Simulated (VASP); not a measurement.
# PtSeS4 (P1) in VASP: single point with PBE

Aim: the single point of PtSeS4 with PBE.

Everything below comes from runs of VASP 6.6.1. Logs are shortened: lines on timing, memory, paths and dates and some standing lists are left out, and cuts for length are marked.

## 1. The cell of the first run

The typed cell holds 12 atoms: a = 3.646 Å, b = 6.246 Å, c = 13.139 Å, α = 88.09°, β = 90.01°, γ = 90.01°.

## 2. Single point, PBE

INCAR reads:

```
SYSTEM = PtSeS4
ALGO     = Normal         ! electronic algorithm
EDIFF    = 1E-6           ! SCF threshold, eV
ENCUT    = 520            ! plane-wave cutoff, eV
GGA      = PE             ! functional
ISIF     = 2              ! what is computed and relaxed
ISMEAR   = 0              ! smearing method
LASPH    = .True.         ! aspherical terms in the spheres
LCHARG   = .False.        ! write CHGCAR
LREAL    = .False.        ! projectors in reciprocal space
LWAVE    = .False.        ! write WAVECAR
NBANDS   = 52             ! bands
NELM     = 60             ! most SCF steps
PREC     = Accurate       ! precision mode
SIGMA    = 0.1            ! smearing width, eV
```

KPOINTS reads:

```
k-points
0
Gamma
  4 2 1
  0 0 0
```

POSCAR reads:

```
PtSeS4
1.0
    3.6458211584     -0.0004427581     -0.0004314037
   -0.0005324631      6.2451671547      0.1030248255
   -0.0011631395      0.2207109998     13.1373840422
Pt Se S
2 2 8
Direct
   -0.0122518116     -0.0158683597      0.4962164971
    0.4879774334      0.4841416261      0.4962207562
   -0.0448524916      0.0159632221      0.0040095104
    0.5695932140      0.5159724272      0.0035302382
    0.4876848123      0.1437105256      0.5878154138
   -0.0117131018      0.6436868960      0.5878199483
    0.5841331248      0.1798424945      0.1167381247
   -0.0600484124      0.6794752864      0.1165425483
   -0.0603688811      0.3517156886      0.8907974082
    0.5843927210      0.8521223781      0.8910305789
   -0.0117805795      0.3246043351      0.4046411388
    0.4872339724      0.8246334799      0.4046378370
```

Potentials or basis: VASP PAW PBE potentials, release 64 (Pt, Se, S).

Launch:

```sh
$ cat potpaw_PBE.64/Pt/POTCAR potpaw_PBE.64/Se/POTCAR potpaw_PBE.64/S/POTCAR > POTCAR
$ mpirun -np 1 vasp_std > vasp.out
```

OUTCAR:

```text
SYSTEM = PtSeS4
   EDIFF = 1E-6
   ENCUT = 520
   GGA = PE
   ISIF = 2
   ISMEAR = 0
   LASPH = .True.
   LREAL = .False.
   NELM = 60
   PREC = Accurate

 ion  position               nearest neighbor table
   1  0.988  0.984  0.496-  11 2.41   6 2.41  12 2.42   5 2.42   5 2.42  12 2.42
   2  0.488  0.484  0.496-   5 2.41  12 2.41  11 2.42   6 2.42   6 2.42  11 2.42
   3  0.955  0.016  0.004-   7 2.27  10 2.28   8 2.53   9 2.53
   4  0.570  0.516  0.004-   9 2.27   8 2.27  10 2.53   7 2.53
   5  0.488  0.144  0.588-   2 2.41   1 2.42   1 2.42
   6  0.988  0.644  0.588-   1 2.41   2 2.42   2 2.42
   7  0.584  0.180  0.117-   3 2.27   4 2.53
   8  0.940  0.679  0.117-   4 2.27   3 2.53
   9  0.940  0.352  0.891-   4 2.27   3 2.53
  10  0.584  0.852  0.891-   3 2.28   4 2.53
  11  0.988  0.325  0.405-   1 2.41   2 2.42   2 2.42
  12  0.487  0.825  0.405-   2 2.41   1 2.42   1 2.42

  LATTYP: Found a triclinic cell.
 ALAT       =     7.2315446394
 B/A-ratio  =     0.5041552521
 C/A-ratio  =     1.9856433501
 COS(alpha) =     0.0001003800
 COS(beta)  =     0.3494437180
 COS(gamma) =     0.5039750578

  Lattice vectors:

 A1 = (   3.6452886953,   6.2447243966,   0.1025934218)
 A2 = (   3.6458211584,  -0.0004427581,  -0.0004314037)
 A3 = (   0.0006306764,   6.0244561549, -13.0343592167)

Analysis of symmetry for initial positions (statically):
=====================================================================
 Subroutine PRICEL returns:
 Original cell was already a primitive cell.

 Routine SETGRP: Setting up the symmetry group for a
 triclinic supercell.

 Subroutine GETGRP returns: Found  1 space group operations
 (whereof  1 operations were pure point group operations)
 out of a pool of  2 trial point group operations.

The static configuration has the point symmetry C_1 .

Analysis of symmetry for dynamics (positions and initial velocities):
=====================================================================
 Subroutine PRICEL returns:
 Original cell was already a primitive cell.

 Routine SETGRP: Setting up the symmetry group for a
 triclinic supercell.

 Subroutine GETGRP returns: Found  1 space group operations
 (whereof  1 operations were pure point group operations)
 out of a pool of  2 trial point group operations.

The dynamic configuration has the point symmetry C_1 .

 Subroutine INISYM returns: Found  1 space group operations
 (whereof  1 operations are pure point group operations),
 and found     1 'primitive' translations

----------------------------------------------------------------------------------------

                                     Primitive cell

  volume of cell :     299.0391

  direct lattice vectors                    reciprocal lattice vectors
     3.645821158 -0.000442758 -0.000431404     0.274286636  0.000022991  0.000023898
    -0.000532463  6.245167155  0.103024826     0.000019133  0.160168209 -0.002690860
    -0.001163140  0.220711000 13.137384042     0.000008857 -0.001256056  0.076139758

  length of vectors
     3.645821211  6.246016906 13.139237960     0.274286638  0.160190812  0.076150118

  position of ions in fractional coordinates (direct lattice)
     0.987748188  0.984131640  0.496216497
     0.487977433  0.484141626  0.496220756
     0.955147508  0.015963222  0.004009510
     0.569593214  0.515972427  0.003530238
     0.487684812  0.143710526  0.587815414
     0.988286898  0.643686896  0.587819948
     0.584133125  0.179842495  0.116738125
     0.939951588  0.679475286  0.116542548
     0.939631119  0.351715689  0.890797408
     0.584392721  0.852122378  0.891030579
     0.988219421  0.324604335  0.404641139
     0.487233972  0.824633480  0.404637837

  ion indices of the primitive-cell ions
   primitive index   ion index
                 1           1
                 2           2
                 3           3
                 4           4
                 5           5
                 6           6
                 7           7
                 8           8
                 9           9
                10          10
                11          11
                12          12

----------------------------------------------------------------------------------------

 KPOINTS: k-points

Automatic generation of k-mesh.
 Grid dimensions read from file:
 generate k-points for:    4    2    1

 Generating k-lattice:

  Cartesian coordinates                     Fractional coordinates (reciprocal lattice)
     0.068571659  0.000005748  0.000005975     0.250000000  0.000000000  0.000000000
     0.000009566  0.080084104 -0.001345430     0.000000000  0.500000000 -0.000000000
     0.000008857 -0.001256056  0.076139758     0.000000000  0.000000000  1.000000000

  Length of vectors
     0.068571659  0.080095406  0.076150118

  Shift w.r.t. Gamma in fractional coordinates (k-lattice)
     0.000000000  0.000000000  0.000000000

 Subroutine IBZKPT returns following result:
 ===========================================

 Found      6 irreducible k-points:

 Following reciprocal coordinates:
            Coordinates               Weight
  0.000000  0.000000  0.000000      1.000000
  0.250000  0.000000 -0.000000      2.000000
  0.500000  0.000000 -0.000000      1.000000
 -0.000000  0.500000  0.000000      1.000000
  0.250000  0.500000  0.000000      2.000000
  0.500000  0.500000  0.000000      1.000000
   k-points           NKPTS =      6   k-points in BZ     NKDIM =      6   number of bands    NBANDS=     52
   number of dos      NEDOS =    301   number of ions     NIONS =     12
   total plane-waves  NPLWV = 131712
   dimension x,y,z NGX =    28 NGY =   48 NGZ =   98
   dimension x,y,z NGXF=    56 NGYF=   96 NGZF=  196
   ions per type =               2   2   8
   NGX,Y,Z   is equivalent  to a cutoff of  12.77, 12.78, 12.40 a.u.
   NGXF,Y,Z  is equivalent  to a cutoff of  25.54, 25.55, 24.80 a.u.
 SYSTEM =  PtSeS4
   PREC   = accura    normal or accurate (medium, high low for compatibility)
   ISTART =      0    job   : 0-new  1-cont  2-samecut
   ICHARG =      2    charge: 1-file 2-atom 10-const
   ISPIN  =      1    spin polarized calculation?
   LNONCOLLINEAR =      F non collinear calculations
   LSORBIT =      F    spin-orbit coupling
   LASPH  =      T    aspherical Exc in radial PAW
   ENCUT  =  520.0 eV  38.22 Ry    6.18 a.u.   6.78 11.61 24.43*2*pi/ulx,y,z
   NELM   =     60;   NELMIN=  2; NELMDL= -5     # of ELM steps
   EDIFF  = 0.1E-05   stopping-criterion for ELM
   LREAL  =      F    real-space projection
[... 7 lines left out ...]
   TEBEG  =    0.0;   TEEND  =   0.0 temperature during run
   PSTRESS=    0.0 pullay stress
   NELECT =      80.0000    total number of electrons
   NUPDOWN=      -1.0000    fix difference up-down
   EMIN   =  10.00;   EMAX   =-10.00  energy-range for DOS
   EFERMI =   0.00;   METHOD = LEGACY
   ISMEAR =     0;   SIGMA  =   0.10  broadening in eV -4-tet -1-fermi 0-gaus
   EFERMI_NEDOS =   21; number of points for ismear=-14 and -15
   IALGO  =     38    algorithm
   IMIX   =      4    mixing-type and parameters
     AMIX     =   0.40;   BMIX     =  1.00
     AMIX_MAG =   1.60;   BMIX_MAG =  1.00
  volume/ion in A,a.u.               =      24.92       168.17
  Fermi-wavevector in a.u.,A,eV,Ry     =   1.054862  1.993400 15.139654  1.112733
  Thomas-Fermi vector in A             =   2.190038
   LORBIT       =      0    0 simple, 1 ext, 2 COOP (PROOUT), +10 PAW based schemes
   GGA     = PE    functional components
   LHFCALC =     F    Hartree Fock is set to
   AEXX    =    0.0000 exact exchange contribution
   IVDW    =     0    specifies the selected vdW correction
   LEPSILON=     F    determine dielectric tensor
   LRPA    =     F    only Hartree local field effects (RPA)
 non-spin polarized calculation
 Gauss-broadening in eV      SIGMA  =   0.10
  energy-cutoff  :      520.00
  volume of cell :      299.04
 maximum number of plane-waves:      8080
 NGX is ok and might be reduce to    28
   NGX = 13   NGY = 23   NGZ = 49

 number of electron      79.9999999 magnetization

 Free energy of the ion-electron system (eV)
  ---------------------------------------------------
  ext. energy  EPLUGINS =         0.00000000
  ---------------------------------------------------
  free energy    TOTEN  =       -52.68822307 eV

  energy without entropy =      -52.68822307  energy(sigma->0) =      -52.68822307

 E-fermi :   3.0443     XC(G=0):  -8.6604

 val. band max:        2.5222465316   @ k =  -0.0000   0.5000   0.0000
 cond. band min:       4.0160323596   @ k =   0.0000   0.0000   0.0000
 fundamental gap:      1.4937858280
 Fermi energy:         3.0443270819

 k-point     1 :       0.0000    0.0000    0.0000
  band No.  band energies     occupation
      1     -13.8756      2.00000
      2     -11.8322      2.00000
      3     -11.4649      2.00000
      4      -9.9838      2.00000
      5      -9.9014      2.00000
      6      -9.8916      2.00000
[... 44 lines left out ...]
     51       7.9050      0.00000
     52       8.1850      0.00000

 k-point     2 :       0.2500    0.0000   -0.0000
  band No.  band energies     occupation
      1     -13.5267      2.00000
      2     -11.5602      2.00000
      3     -10.9558      2.00000
      4      -9.7390      2.00000
      5      -9.7007      2.00000
      6      -9.6656      2.00000
[... 44 lines left out ...]
     51       9.0418      0.00000
     52       9.1534      0.00000

 k-point     3 :       0.5000    0.0000   -0.0000
  band No.  band energies     occupation
      1     -13.0601      2.00000
      2     -11.2928      2.00000
      3      -9.9433      2.00000
      4      -9.9374      2.00000
      5      -9.5885      2.00000
      6      -9.5854      2.00000
[... 44 lines left out ...]
     51       8.8540      0.00000
     52       9.1437      0.00000

 k-point     4 :      -0.0000    0.5000    0.0000
  band No.  band energies     occupation
      1     -13.1613      2.00000
      2     -13.1559      2.00000
      3     -10.7874      2.00000
      4     -10.7869      2.00000
      5      -9.5854      2.00000
      6      -9.5820      2.00000
[... 44 lines left out ...]
     51       8.5747      0.00000
     52       8.5764      0.00000

 k-point     5 :       0.2500    0.5000    0.0000
  band No.  band energies     occupation
      1     -12.8357      2.00000
      2     -12.8296      2.00000
      3     -10.3897      2.00000
      4     -10.3892      2.00000
      5      -9.5114      2.00000
      6      -9.5113      2.00000
[... 44 lines left out ...]
     51       8.6937      0.00000
     52       8.6984      0.00000

 k-point     6 :       0.5000    0.5000    0.0000
  band No.  band energies     occupation
      1     -12.4192      2.00000
      2     -12.4115      2.00000
      3      -9.8906      2.00000
      4      -9.8899      2.00000
      5      -9.6239      2.00000
      6      -9.6224      2.00000
[... 44 lines left out ...]
     51       7.9373      0.00000
     52       7.9481      0.00000

------------------------ aborting loop because EDIFF is reached ----------------------------------------

  FORCE on cell =-STRESS in cart. coord.  units (eV):
  Direction    XX          YY          ZZ          XY          YZ          ZX
  --------------------------------------------------------------------------------------
  -------------------------------------------------------------------------------------
  Total       -0.4846738     -0.4867565     -0.2886880      0.0155347      0.0510893      0.0054030
  in kB       -2.5967624     -2.6079208     -1.5467186      0.0832308      0.2737239      0.0289479
  external PRESSURE =      -2.2504673 kB  Pullay stress =       0.0000000 kB

 VOLUME and BASIS-vectors are now :
 -----------------------------------------------------------------------------
  energy-cutoff  :      520.00
  volume of cell :      299.04
      direct lattice vectors                 reciprocal lattice vectors
     3.645821158 -0.000442758 -0.000431404     0.274286636  0.000022991  0.000023898
    -0.000532463  6.245167155  0.103024826     0.000019133  0.160168209 -0.002690860
    -0.001163140  0.220711000 13.137384042     0.000008857 -0.001256056  0.076139758

 POSITION                                       TOTAL-FORCE (eV/Angst)
 -----------------------------------------------------------------------------------
      3.60005      6.25515      6.61995         0.001121      0.000803      0.001818
      1.77824      3.13285      6.56871        -0.001254     -0.000768     -0.000173
      3.48228      0.10016      0.05391        -0.016604     -0.000464     -0.001991
      2.07636      3.22286      0.09929         0.001625      0.000398     -0.000649
      1.77725      1.02702      7.73695        -0.000717      0.000503     -0.032979
      3.60209      4.14923      7.78831        -0.001533      0.002525     -0.033181
      2.12941      1.14865      1.55191         0.018367     -0.001584     -0.015850
      3.42640      4.26874      1.60066        -0.007987      0.008549     -0.006800
      3.42450      2.39272     11.73858        -0.011192     -0.004314      0.008394
      2.12910      5.51805     11.79335         0.016040     -0.007404      0.007191
      3.60223      2.11608      5.34894        -0.002291      0.002053      0.037613
      1.77546      5.23907      5.40063         0.004424     -0.000298      0.036608
 -----------------------------------------------------------------------------------
    total drift:                                0.000008     -0.000093     -0.000283

  FREE ENERGIE OF THE ION-ELECTRON SYSTEM (eV)
  ---------------------------------------------------
  free  energy   TOTEN  =       -52.6882230740 eV

  energy  without entropy=      -52.6882230740  energy(sigma->0) =      -52.68822307
```

Run time: 3 min. Hardware: 1 thread of Intel Xeon 8259CL, shared host; peak memory 0.38 GiB.

Results:

* Free energy: -52.6882 eV
* Pressure: -0.2 GPa
* Largest force: 0.038 eV/Å
* Band gap on the k mesh: 1.49 eV (least direct gap 1.56 eV)

Forces in eV/Å, atoms in the order of the input:
```
Pt   0.001  0.001  0.002
Pt  -0.001 -0.001  0.000
Se  -0.017  0.000 -0.002
Se   0.002  0.000 -0.001
S   -0.001  0.001 -0.033
S   -0.002  0.003 -0.033
S    0.018 -0.002 -0.016
S   -0.008  0.009 -0.007
S   -0.011 -0.004  0.008
S    0.016 -0.007  0.007
S   -0.002  0.002  0.038
S    0.004  0.000  0.037
```

Levels at points of the mesh, in eV from the valence-band top:
```csv
k point,band 37,band 38,band 39,band 40,band 41,band 42,band 43,band 44
"(0.00, 0.00, 0.00)",-0.49,-0.43,-0.37,-0.29,1.49,1.70,2.27,2.56
"(0.50, 0.00, 0.00)",-0.39,-0.37,-0.31,-0.07,1.82,1.83,1.89,2.26
"(0.00, 0.50, 0.00)",-0.15,-0.14,0.00,0.00,1.56,1.56,1.88,1.89
"(0.50, 0.50, 0.00)",-1.08,-1.07,-0.81,-0.81,2.51,2.51,2.68,2.68
```

Caveat: the k points lie up to 0.50 Å⁻¹ apart; spin-orbit coupling is left out, which moves the levels of the heavy elements; an odd mesh through Γ misses points on the zone boundary, where band edges can lie.
